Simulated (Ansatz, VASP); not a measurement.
**One calculation of InRuS3, two programs**

```
In Ru S
1.0
     3.18630    1.83961    2.60160
    -3.18630    1.83961    2.60160
     0.00000   -3.67922    2.60160
In Ru S
1 1 3
Cartesian
  0.0000 0.0000 3.6919
  0.0000 0.0000 7.5943
  -1.5931 0.9198 1.3008
  1.5931 0.9198 1.3008
  0.0000 -1.8396 1.3008
```

Alike in both runs: task relaxation of cell and atoms; functional PBE; k mesh 4 × 4 × 4; occupations gaussian, width 0.1 eV; collinear spin.

```csv
,VASP,Ansatz
version,VASP 6.6.1,Ansatz 0.2.0
potentials or method,"VASP PAW PBE potentials, release 64 (In_d, Ru_pv, S), cutoff 600 eV","scalar-relativistic, plane waves, PAW"
valence electrons in the cell,45,47
```

|  | VASP | Ansatz | Ansatz less VASP |
| --- | --- | --- | --- |
| gap on the k mesh at the Fermi level, each at its own relaxed structure (eV) | none | none | - |
| net moment per atom (μB) | 0.00 | 0.00 | 0.000 |
| relaxed volume (Å³/atom) | 20.74 | 20.61 | -0.132 |
| relaxed cell length with the largest relative difference (Å) | 4.699 | 4.688 | -0.0103 |

A gap of «none» marks a metal or a gap that the smearing closes. VASP's potentials hold 45 valence electrons a cell and Ansatz's 47, so a difference there can come from the potentials and not from the codes. Ansatz's warnings: seeded moment not kept.
